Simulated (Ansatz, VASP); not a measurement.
## Ti in VASP and in Ansatz

The input POSCAR:

```
Ti
1.0
    2.9942478283      0.0000000000      0.0000000000
   -1.4971239141      2.5930946845      0.0000000000
    0.0000000000      0.0000000000      4.5454200000
Ti
2
Direct
    0.3333333333      0.6666666667      0.2500000000
    0.6666666667      0.3333333333      0.7500000000
```

The input INCAR.step1:

```
ALGO = Normal ; EDIFF = 1E-4
ENCUT = 520 ; GGA = PE
ISMEAR = 0 ; LASPH = T
LCHARG = F ; LREAL = F
LWAVE = T ; NBANDS = 19
NELM = 100 ; PREC = Accurate
SIGMA = 0.15
```

File INCAR.step2:

```
ALGO = Normal ; EDIFF = 1E-6
ENCUT = 520 ; ISIF = 2
ISMEAR = 0 ; ISTART = 1
LASPH = T ; LCHARG = F
LMIXTAU = T ; LREAL = F
LWAVE = F ; METAGGA = R2SCAN
NBANDS = 19 ; NELM = 100
PREC = Accurate ; SIGMA = 0.15
```

Contents of KPOINTS:

```
k-points
0
Gamma
  18 18 10
```

Input for Ansatz:

```yaml
crystal:
  lattice:
    - [2.9942478283, 0.0, 0.0]
    - [-1.4971239141, 2.5930946845, 0.0]
    - [0.0, 0.0, 4.54542]
  atoms:
    - { symbol: Ti, position: [0.3333333333, 0.6666666667, 0.25] }
    - { symbol: Ti, position: [0.6666666667, 0.3333333333, 0.75] }
basis:
  ecutwfc: 500
kpoints:
  mp_grid: { grid: [18, 18, 10] }
hamiltonian:
  xc: r2scan
scf:
  occupations: { method: gaussian, width: 0.15 }
output:
  forces: true
  stress: true
  eigenvalues: true
```

Change from the starting cell: strain +0.015 along x and y, -0.030 along z, atoms carried along.

Alike in both runs: task single point; functional r2SCAN; k mesh 18 × 18 × 10; occupations gaussian, width 0.15 eV; no spin polarisation.

|  | VASP | Ansatz |
| --- | --- | --- |
| version | VASP 6.6.1 | Ansatz 0.2.0 |
| potentials or method | VASP PAW PBE potentials, release 64 (Ti_sv), cutoff 520 eV | scalar-relativistic, plane waves, PAW |
| valence electrons in the cell | 24 | 24 |

|  | VASP | Ansatz | Ansatz less VASP |
| --- | --- | --- | --- |
| gap on the k mesh at the Fermi level (eV) | none | none | - |
| pressure (GPa) | -1.8 | -2.2 | -0.34 |
| traceless stress, the component that is largest in VASP (GPa) | 3.15 | 3.13 | -0.016 |

VASP's potentials were made for PBE, not for r2SCAN. A gap of «none» marks a metal or a gap that the smearing closes. With one functional, cell and mesh, what is left measures potentials, basis and numerics.
